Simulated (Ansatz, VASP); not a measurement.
## One calculation of Ir, two programs

```
Ir
1.0
     2.73697    0.00000    0.00000
     0.00000    2.73697    0.00000
     0.00000    0.00000   24.67664
Ir
6
Cartesian
  1.3685 1.3685 7.5000
  0.0000 0.0000 9.4353
  1.3685 1.3685 11.3707
  0.0000 0.0000 13.3060
  1.3685 1.3685 15.2413
  0.0000 0.0000 17.1766
```

Alike in both runs: task single point; functional PBE; k mesh 13 × 13 × 1; occupations gaussian, width 0.1 eV; no spin polarisation.

|  | VASP | Ansatz |
| --- | --- | --- |
| version | VASP 6.6.1 | Ansatz 0.2.0 |
| potentials or method | VASP PAW PBE potentials, release 64 (Ir), cutoff 520 eV | scalar-relativistic, plane waves, PAW |
| valence electrons in the cell | 54 | 102 |

|  | VASP | Ansatz | Ansatz less VASP |
| --- | --- | --- | --- |
| gap on the k mesh at the Fermi level (eV) | none | none | - |
| rms of the force components (eV/Å) | 0.435 | 0.444 | +0.0088 |

Atom by atom the forces differ by 0.011 eV/Å (rms over components). A gap of «none» marks a metal or a gap that the smearing closes. The functional is the same, so the differences come from potentials, cutoffs and numerics. VASP's potentials hold 54 valence electrons a cell and Ansatz's 102, so a difference there can come from the potentials and not from the codes. Ansatz's warnings: xc potential rough in thin density.

Neither program's run includes spin-orbit coupling.
